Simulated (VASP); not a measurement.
# Hf (Im-3m) in VASP: settings compared

Aim: see how the results for Hf move with the level of theory and the settings. Levels: r2SCAN+D4, HSE06. Tasks: single point.

Program: VASP 6.6.1. These are calculated values, not measurements. Logs are shortened: lines on timing, memory, paths and dates and some standing lists are left out, and cuts for length are marked.

## 1. The cell of the first run

Symmetry: Im-3m, No. 229, cubic system. The conventional cell has a = 3.459 Å, b = 3.459 Å, c = 3.459 Å, α = 90.00°, β = 90.00°, γ = 90.00°. Within 3.9 Å of Hf (site symmetry m-3m) lie 14 Hf at 3.00 to 3.46 Å.

This isn't the form of Hf at room conditions, which is hcp.

## 2. Single point, r2SCAN+D4 (20.70 Å³/atom)

Input file POSCAR:

```
Hf
1.0
   -1.7297025700      1.7297025700      1.7297025700
    1.7297025700     -1.7297025700      1.7297025700
    1.7297025700      1.7297025700     -1.7297025700
Hf
1
Direct
    0.0000000000      0.0000000000      0.0000000000
```

Input file INCAR.step1:

```
SYSTEM = Hf
PREC = Accurate
ENCUT = 550
ISMEAR = 1
SIGMA = 0.05
LREAL = .False.
LASPH = .True.
NELM = 120
NBANDS = 11
GGA = PE
ALGO = Normal
EDIFF = 1E-5
LWAVE = .True.
LCHARG = .False.
GGA_COMPAT = .False.
```

Input file INCAR.step2:

```
SYSTEM = Hf
PREC = Accurate
ENCUT = 550
EDIFF = 1E-6
ISMEAR = 1
SIGMA = 0.05
LREAL = .False.
LASPH = .True.
NELM = 120
ALGO = Normal
ISIF = 2
LWAVE = .False.
LCHARG = .False.
METAGGA = R2SCAN
LMIXTAU = .True.
IVDW = 13
VDW_S6 = 1.0
VDW_S8 = 0.6018749
VDW_A1 = 0.51559235
VDW_A2 = 5.77342911
NBANDS = 11
ISTART = 1
GGA_COMPAT = .False.
```

Input file KPOINTS:

```
Automatic mesh
0
Gamma
  10 10 10
  0 0 0
```

Potentials or basis: VASP PAW PBE potentials, release 64 (Hf_pv).

Started as:

```sh
$ cat potpaw_PBE.64/Hf_pv/POTCAR > POTCAR
$ cp INCAR.step1 INCAR
$ mpirun -np 1 vasp_std > vasp.out
$ cp INCAR.step2 INCAR
$ mpirun -np 1 vasp_std > vasp.out
```

OUTCAR:

```text
SYSTEM = Hf
   PREC = Accurate
   ENCUT = 550
   EDIFF = 1E-6
   ISMEAR = 1
   LREAL = .False.
   LASPH = .True.
   NELM = 120
   ISIF = 2
   METAGGA = R2SCAN
   IVDW = 13
   ISTART = 1

 ion  position               nearest neighbor table
   1  0.000  0.000  0.000-

  LATTYP: Found a body centered cubic cell.
 ALAT       =     3.4594051400

  Lattice vectors:

 A1 = (  -1.7297025700,   1.7297025700,   1.7297025700)
 A2 = (   1.7297025700,  -1.7297025700,   1.7297025700)
 A3 = (   1.7297025700,   1.7297025700,  -1.7297025700)

Analysis of symmetry for initial positions (statically):
=====================================================================
 Subroutine PRICEL returns:
 Original cell was already a primitive cell.

 Routine SETGRP: Setting up the symmetry group for a
 body centered cubic supercell.

 Subroutine GETGRP returns: Found 48 space group operations
 (whereof 48 operations were pure point group operations)
 out of a pool of 48 trial point group operations.

The static configuration has the point symmetry O_h .

Analysis of symmetry for dynamics (positions and initial velocities):
=====================================================================
 Subroutine PRICEL returns:
 Original cell was already a primitive cell.

 Routine SETGRP: Setting up the symmetry group for a
 body centered cubic supercell.

 Subroutine GETGRP returns: Found 48 space group operations
 (whereof 48 operations were pure point group operations)
 out of a pool of 48 trial point group operations.

The dynamic configuration has the point symmetry O_h .

 Subroutine INISYM returns: Found 48 space group operations
 (whereof 48 operations are pure point group operations),
 and found     1 'primitive' translations

----------------------------------------------------------------------------------------

                                     Primitive cell

  volume of cell :      20.7002

  direct lattice vectors                    reciprocal lattice vectors
    -1.729702570  1.729702570  1.729702570     0.000000000  0.289067039  0.289067039
     1.729702570 -1.729702570  1.729702570     0.289067039  0.000000000  0.289067039
     1.729702570  1.729702570 -1.729702570     0.289067039  0.289067039  0.000000000

  length of vectors
     2.995932733  2.995932733  2.995932733     0.408802527  0.408802527  0.408802527

  position of ions in fractional coordinates (direct lattice)
     0.000000000  0.000000000  0.000000000

  ion indices of the primitive-cell ions
   primitive index   ion index
                 1           1

----------------------------------------------------------------------------------------

 KPOINTS: Automatic mesh

Automatic generation of k-mesh.
 Grid dimensions read from file:
 generate k-points for:   10   10   10

 Generating k-lattice:

  Cartesian coordinates                     Fractional coordinates (reciprocal lattice)
     0.000000000  0.028906704  0.028906704     0.100000000  0.000000000  0.000000000
     0.028906704  0.000000000  0.028906704     0.000000000  0.100000000  0.000000000
     0.028906704  0.028906704  0.000000000     0.000000000  0.000000000  0.100000000

  Length of vectors
     0.040880253  0.040880253  0.040880253

  Shift w.r.t. Gamma in fractional coordinates (k-lattice)
     0.000000000  0.000000000  0.000000000

 Subroutine IBZKPT returns following result:
 ===========================================

 Found     47 irreducible k-points:

 Following reciprocal coordinates:
            Coordinates               Weight
  0.000000  0.000000  0.000000      1.000000
  0.100000  0.000000  0.000000     12.000000
  0.200000  0.000000  0.000000     12.000000
  0.300000  0.000000  0.000000     12.000000
  0.400000  0.000000  0.000000     12.000000
  0.500000  0.000000  0.000000      6.000000
[... 16 lines left out ...]
  0.300000  0.300000  0.100000      8.000000
 -0.300000  0.300000  0.100000     24.000000
 [... further k-points ...]
   k-points           NKPTS =     47   k-points in BZ     NKDIM =     47   number of bands    NBANDS=     11
   number of dos      NEDOS =    301   number of ions     NIONS =      1
   total plane-waves  NPLWV =  13824
   dimension x,y,z NGX =    24 NGY =   24 NGZ =   24
   dimension x,y,z NGXF=    48 NGYF=   48 NGZF=   48
   ions per type =               1
   NGX,Y,Z   is equivalent  to a cutoff of  13.32, 13.32, 13.32 a.u.
   NGXF,Y,Z  is equivalent  to a cutoff of  26.64, 26.64, 26.64 a.u.
 SYSTEM =  Hf
   PREC   = accura    normal or accurate (medium, high low for compatibility)
   ISTART =      1    job   : 0-new  1-cont  2-samecut
   ICHARG =      0    charge: 1-file 2-atom 10-const
   ISPIN  =      1    spin polarized calculation?
   LNONCOLLINEAR =      F non collinear calculations
   LSORBIT =      F    spin-orbit coupling
   LASPH  =      T    aspherical Exc in radial PAW
   ENCUT  =  550.0 eV  40.42 Ry    6.36 a.u.   5.73  5.73  5.73*2*pi/ulx,y,z
   NELM   =    120;   NELMIN=  2; NELMDL=  0     # of ELM steps
   EDIFF  = 0.1E-05   stopping-criterion for ELM
   LREAL  =      F    real-space projection
   EDIFFG = 0.1E-04   stopping-criterion for IOM
   NSW    =      0    number of steps for IOM
   IBRION =     -1    ionic relax: 0-MD 1-quasi-New 2-CG
   NFREE  =      0    steps in history (QN), initial steepest desc. (CG)
   ISIF   =      2    stress and relaxation
   ISYM   =      2    0-nonsym 1-usesym 2-fastsym
   POTIM  = 0.5000    time-step for ionic-motion
   TEBEG  =    0.0;   TEEND  =   0.0 temperature during run
   PSTRESS=    0.0 pullay stress
   NELECT =      10.0000    total number of electrons
   NUPDOWN=      -1.0000    fix difference up-down
   EMIN   =  10.00;   EMAX   =-10.00  energy-range for DOS
   EFERMI =   0.00;   METHOD = LEGACY
   ISMEAR =     1;   SIGMA  =   0.05  broadening in eV -4-tet -1-fermi 0-gaus
   EFERMI_NEDOS =   21; number of points for ismear=-14 and -15
   IALGO  =     38    algorithm
   IMIX   =      4    mixing-type and parameters
     AMIX     =   0.40;   BMIX     =  1.00
     AMIX_MAG =   1.60;   BMIX_MAG =  1.00
  volume/ion in A,a.u.               =      20.70       139.69
  Fermi-wavevector in a.u.,A,eV,Ry     =   1.284547  2.427442 22.450450  1.650062
  Thomas-Fermi vector in A             =   2.416734
   LORBIT       =      0    0 simple, 1 ext, 2 COOP (PROOUT), +10 PAW based schemes
   METAGGA = R2SCAN    functional components
   LHFCALC =     F    Hartree Fock is set to
   AEXX    =    0.0000 exact exchange contribution
   IVDW    =    13    specifies the selected vdW correction
   LEPSILON=     F    determine dielectric tensor
   LRPA    =     F    only Hartree local field effects (RPA)
 non-spin polarized calculation
 Methfessel and Paxton  Order N= 1 SIGMA  =   0.05
  energy-cutoff  :      550.00
  volume of cell :       20.70
 maximum number of plane-waves:       618
   NGX = 11   NGY = 11   NGZ = 11

 number of electron       9.9999999 magnetization

 Free energy of the ion-electron system (eV)
  ---------------------------------------------------
  ext. energy  EPLUGINS =         0.00000000
  ---------------------------------------------------
  free energy    TOTEN  =       -44.91243027 eV

  energy without entropy =      -44.91146216  energy(sigma->0) =      -44.91210757

 E-fermi :   5.0294     XC(G=0): -12.5669

 val. band max:        5.0028236805   @ k =   0.3000   0.1000   0.1000
 cond. band min:       5.0301846778   @ k =   0.3000   0.2000  -0.0000
 fundamental gap:      0.0273609973
 Fermi energy:         5.0293964566

 k-point     1 :       0.0000    0.0000    0.0000
  band No.  band energies     occupation
      1     -25.6666      2.00000
      2     -25.6666      2.00000
      3     -25.6666      2.00000
      4      -2.6418      2.00000
      5       6.8225      0.00000
      6       6.8225      0.00000
      7       6.8225      0.00000
      8       9.8770      0.00000
      9       9.8770      0.00000
     10      17.4288      0.00000
     11      19.3258      0.00000

 k-point     2 :       0.1000    0.0000    0.0000
  band No.  band energies     occupation
      1     -25.7790      2.00000
      2     -25.7002      2.00000
      3     -25.6674      2.00000
      4      -2.2265      2.00000
      5       6.5222      0.00000
      6       6.6690      0.00000
      7       7.2320      0.00000
      8       9.4474      0.00000
      9       9.8697      0.00000
     10      17.4288      0.00000
     11      19.7146      0.00000

 k-point     3 :       0.2000    0.0000    0.0000
  band No.  band energies     occupation
      1     -26.0636      2.00000
      2     -25.7871      2.00000
      3     -25.6696      2.00000
      4      -1.1103      2.00000
      5       5.8372     -0.00000
      6       6.0028     -0.00000
      7       8.4226      0.00000
      8       9.1972      0.00000
      9       9.9325      0.00000
     10      17.4288      0.00000
     11      20.0821      0.00000

 k-point     4 :       0.3000    0.0000    0.0000
  band No.  band energies     occupation
      1     -26.3980      2.00000
      2     -25.8925      2.00000
      3     -25.6724      2.00000
      4       0.2603      2.00000
      5       5.1298     -0.01559
      6       5.3438     -0.00000
      7       9.5512      0.00000
      8      10.1941      0.00000
      9      10.2638      0.00000
     10      17.4287      0.00000
     11      18.7553      0.00000

 k-point     5 :       0.4000    0.0000    0.0000
  band No.  band energies     occupation
      1     -26.6562      2.00000
      2     -25.9762      2.00000
      3     -25.6747      2.00000
      4       1.0988      2.00000
      5       4.6343      2.00000
      6       5.6319     -0.00000
      7       9.8508      0.00000
      8      10.6250      0.00000
      9      12.4062      0.00000
     10      17.0490      0.00000
     11      17.4271      0.00000
[... 211 lines left out ...]
 k-point    21 :       0.3000    0.2000    0.1000
  band No.  band energies     occupation
      1     -26.5312      2.00000
      2     -26.1547      2.00000
      3     -25.8677      2.00000
      4       2.9739      2.00000
      5       4.1792      2.00000
      6       4.8366      2.00000
      7      10.4546      0.00000
      8      10.9238      0.00000
      9      14.1554      0.00000
     10      15.4617      0.00000
     11      17.4291      0.00000

 k-point    22 :      -0.2000    0.2000    0.1000
  band No.  band energies     occupation
      1     -26.0660      2.00000
      2     -25.8228      2.00000
      3     -25.7538      2.00000
      4      -0.7384      2.00000
      5       6.0945      0.00000
      6       6.1627      0.00000
      7       7.8690      0.00000
      8       8.2771      0.00000
      9      10.7232      0.00000
     10      17.4289      0.00000
     11      20.5671      0.00000

 k-point    23 :       0.3000    0.3000    0.1000
  band No.  band energies     occupation
      1     -26.3578      2.00000
      2     -26.3578      2.00000
      3     -25.9007      2.00000
      4       3.4710      2.00000
      5       4.4552      2.00000
      6       4.4552      2.00000
      7      10.8091      0.00000
      8      10.8091      0.00000
      9      13.0275      0.00000
     10      17.0738      0.00000
     11      17.0738      0.00000

 k-point    24 :      -0.3000    0.3000    0.1000
  band No.  band energies     occupation
      1     -26.3825      2.00000
      2     -25.9301      2.00000
      3     -25.7529      2.00000
      4       0.6118      2.00000
      5       5.1778     -0.00022
      6       5.5071     -0.00000
      7       8.3737      0.00000
      8      10.1133      0.00000
      9      10.8805      0.00000
     10      17.4286      0.00000
     11      18.4960      0.00000

 [... further k-points ...]

------------------------ aborting loop because EDIFF is reached ----------------------------------------

  DFT-D4 for vdW energy calculation

  Edisp (eV):   -0.06834

  FORCE on cell =-STRESS in cart. coord.  units (eV):
  Direction    XX          YY          ZZ          XY          YZ          ZX
  --------------------------------------------------------------------------------------
  -------------------------------------------------------------------------------------
  Total       0.95142     0.95142     0.95142    -0.00000    -0.00000     0.00000
  in kB      73.63903    73.63903    73.63903    -0.00000    -0.00000     0.00000
  external pressure =       73.64 kB  Pullay stress =        0.00 kB

 VOLUME and BASIS-vectors are now :
 -----------------------------------------------------------------------------
  energy-cutoff  :      550.00
  volume of cell :       20.70
      direct lattice vectors                 reciprocal lattice vectors
    -1.729702570  1.729702570  1.729702570     0.000000000  0.289067039  0.289067039
     1.729702570 -1.729702570  1.729702570     0.289067039  0.000000000  0.289067039
     1.729702570  1.729702570 -1.729702570     0.289067039  0.289067039  0.000000000

 POSITION                                       TOTAL-FORCE (eV/Angst)
 -----------------------------------------------------------------------------------
      0.00000      0.00000      0.00000        -0.000000      0.000000     -0.000000
 -----------------------------------------------------------------------------------
    total drift:                               -0.000000      0.000000      0.000000

  FREE ENERGIE OF THE ION-ELECTRON SYSTEM (eV)
  ---------------------------------------------------
  free  energy   TOTEN  =       -44.9807726283 eV

  energy  without entropy=      -44.9798045152  energy(sigma->0) =      -44.98044992
```

Wall time 15 s (1 thread of Intel Xeon 6975P-C (Granite Rapids), shared host); peak memory 0.14 GiB.

What came out:

| Item | Value |
| --- | --- |
| Free energy | -44.9808 eV |
| Pressure | 7.4 GPa |
| Band gap on the k mesh | zero (bands 5 and 6 overlap by 2.68 eV) |
| Dispersion energy per atom | -0.068 eV |

Levels at points of the mesh, in eV from the Fermi level:
| k point | band 1 | band 2 | band 3 | band 4 | band 5 | band 6 | band 7 | band 8 | band 9 | band 10 |
| --- | --- | --- | --- | --- | --- | --- | --- | --- | --- | --- |
| (0.00, 0.00, 0.00) | -30.70 | -30.70 | -30.70 | -7.67 | 1.79 | 1.79 | 1.79 | 4.85 | 4.85 | 12.40 |
| (0.50, 0.00, 0.00) | -31.78 | -31.04 | -30.71 | -3.77 | -0.57 | 1.16 | 4.77 | 5.85 | 8.61 | 11.28 |
| (0.50, 0.50, 0.50) | -31.44 | -31.44 | -31.44 | -3.11 | -3.11 | 7.66 | 7.66 | 7.66 | 8.14 | 8.14 |

Caveat: the cell stands under pressure; the PAW data sets were made with another functional, which shifts forces and pressure a little; spin-orbit coupling is left out, which moves the levels of the heavy elements.

## 3. Single point, HSE06

This run uses another cell than the first one, of 23.99 Å³/atom.

Input file POSCAR:

```
Hf
1.0
   -1.8169539908      1.8169539908      1.8169539908
    1.8169539908     -1.8169539908      1.8169539908
    1.8169539908      1.8169539908     -1.8169539908
Hf
1
Direct
    0.0000000000      0.0000000000      0.0000000000
```

Input file INCAR.step1:

```
PREC     = Accurate       # precision mode
ENCUT    = 520            # plane-wave cutoff, eV
EDIFF    = 1E-5           # SCF threshold, eV
ISMEAR   = -1             # smearing method
SIGMA    = 0.05           # smearing width, eV
LREAL    = F              # projectors in reciprocal space
LASPH    = T              # aspherical terms in the spheres
NELM     = 60             # most SCF steps
ALGO     = Normal         # electronic algorithm
ISIF     = 2              # what is computed and relaxed
LWAVE    = T              # write WAVECAR
NBANDS   = 11             # bands
GGA      = PE             # functional
```

Input file INCAR.step2:

```
PREC     = Accurate       # precision mode
ENCUT    = 520            # plane-wave cutoff, eV
EDIFF    = 1E-6           # SCF threshold, eV
ISMEAR   = -1             # smearing method
SIGMA    = 0.05           # smearing width, eV
LREAL    = F              # projectors in reciprocal space
LASPH    = T              # aspherical terms in the spheres
NELM     = 60             # most SCF steps
ALGO     = Normal         # electronic algorithm
ISIF     = 2              # what is computed and relaxed
LWAVE    = F              # write WAVECAR
LCHARG   = T              # write CHGCAR
GGA      = PE             # functional
LHFCALC  = T              # exact exchange
HFSCREEN = 0.2079         # screening, 1/A
PRECFOCK = Normal       
LELF     = T              # ELF
LVHAR    = T            
NBANDS   = 11             # bands
ISTART   = 1
```

Input file KPOINTS:

```
regular mesh
0
Gamma
  6 6 6
```

Potentials or basis: VASP PAW PBE potentials, release 64 (Hf_pv).

Started as:

```sh
$ cat potpaw_PBE.64/Hf_pv/POTCAR > POTCAR
$ cp INCAR.step1 INCAR
$ mpirun -np 1 vasp_std > vasp.out
$ cp INCAR.step2 INCAR
$ mpirun -np 1 vasp_std > vasp.out
```

Run time: 19 min. Hardware: 1 thread of Intel Xeon 8259CL, shared host; peak memory 0.25 GiB.

It converged, with:

- Free energy: -10.9584 eV
- Pressure: -5.9 GPa
- Band gap on the k mesh: zero (bands 5 and 6 overlap by 2.89 eV)

Levels at points of the mesh, in eV from the Fermi level:
| k point | band 2 | band 3 | band 4 | band 5 | band 6 | band 7 | band 8 | band 9 |
| --- | --- | --- | --- | --- | --- | --- | --- | --- |
| (0.00, 0.00, 0.00) | -32.53 | -32.53 | -7.89 | 2.04 | 2.04 | 2.04 | 4.70 | 4.70 |
| (0.50, 0.00, 0.00) | -32.76 | -32.54 | -3.66 | -0.23 | 0.52 | 4.47 | 5.43 | 7.81 |
| (0.50, 0.50, 0.50) | -33.02 | -33.02 | -2.78 | -2.78 | 7.04 | 7.04 | 7.04 | 7.22 |

Caveat: the k points lie up to 0.41 Å⁻¹ apart, too coarse for converged energies and pressures of a metal; the PAW data sets were made with another functional, which shifts forces and pressure a little; spin-orbit coupling is left out, which moves the levels of the heavy elements.

(Part 1 of 2 ends here.)
